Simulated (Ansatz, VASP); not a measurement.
## TaRu: VASP beside Ansatz

```
Ta Ru
1.0
     1.65412   -2.34161    0.00000
     1.65412    2.34161    0.00000
     0.00000    0.00000    4.16242
Ta Ru
1 1
Direct
  0.50000 0.50000 0.50000
  0.00000 0.00000 0.00000
```

Alike in both runs: task single point; functional LDA; k mesh 18 × 18 × 12; occupations gaussian, width 0.15 eV; no spin polarisation.

|  | VASP | Ansatz |
| --- | --- | --- |
| version | VASP 6.6.1 | Ansatz 0.2.0 |
| potentials or method | VASP PAW LDA potentials, release 64 (Ta_sv_GW, Ru_sv), cutoff 600 eV | scalar-relativistic, plane waves, PAW |
| valence electrons in the cell | 29 | 29 |

VASP gave:

| Quantity | Value |
| --- | --- |
| gap on the k mesh at the Fermi level (eV) | none |
| pressure (GPa) | -13.5 |
| traceless stress, the component that is largest in VASP (GPa) | 1.21 |

**Question.** What did Ansatz give for the same quantities?

**Answer.** gap on the k mesh at the Fermi level (eV): none; pressure (GPa): -13.9; traceless stress, the component that is largest in VASP (GPa): 1.23.

LDA's correlation is that of Perdew and Zunger in VASP and of Perdew and Wang (1992) in Ansatz. A gap of «none» marks a metal or a gap that the smearing closes.

Spin-orbit coupling is off throughout.
